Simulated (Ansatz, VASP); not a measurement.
One calculation of PtSe2, two programs

```xyz
3
Lattice="3.2802 -2.0108 0.0000 3.2802 2.0108 0.0000 -0.0032 0.0000 4.6258" Properties=species:S:1:pos:R:3 pbc="T T T"
Pt    0.0000    0.0000    0.0000
Se    4.5120    0.0000    1.3364
Se    2.0452    0.0000    3.2894
```

Alike in both runs: task single point; functional LDA; k mesh 6 × 6 × 4; occupations gaussian, width 0.05 eV; collinear spin, ferromagnetic start; Hubbard terms Pt d U = 8 eV.

|  | VASP | Ansatz |
| --- | --- | --- |
| version | VASP 6.6.1 | Ansatz 0.2.0 |
| potentials or method | VASP PAW LDA potentials, release 64 (Pt, Se) | Ansatz PAW |
| plane-wave cutoff (eV) | 520 | 420 |
| valence electrons in the cell | 22 | 50 |

|  | VASP | Ansatz | Ansatz less VASP |
| --- | --- | --- | --- |
| gap on the k mesh at the Fermi level (eV) | none | none | - |
| pressure (GPa) | -13.5 | -8.4 | +5.15 |
| traceless stress, the component that is largest in VASP (GPa) | -5.34 | -5.94 | -0.607 |
| rms of the force components (eV/Å) | 0.489 | 0.274 | -0.2155 |
| net moment per atom (μB) | 0.00 | 0.00 | 0.000 |

LDA's correlation is that of Perdew and Zunger in VASP and of Perdew and Wang (1992) in Ansatz. The programs project onto different local orbitals, so the same U acts differently, and such runs can settle in different states. Atom by atom the forces differ by 0.293 eV/Å (rms over components). A gap of «none» marks a metal or a gap that the smearing closes. VASP's potentials hold 22 valence electrons a cell and Ansatz's 50, so a difference there can come from the potentials and not from the codes.

Spin-orbit coupling is off throughout. Noted on Ansatz's run: the magnetic or orbital state may not be the lowest.
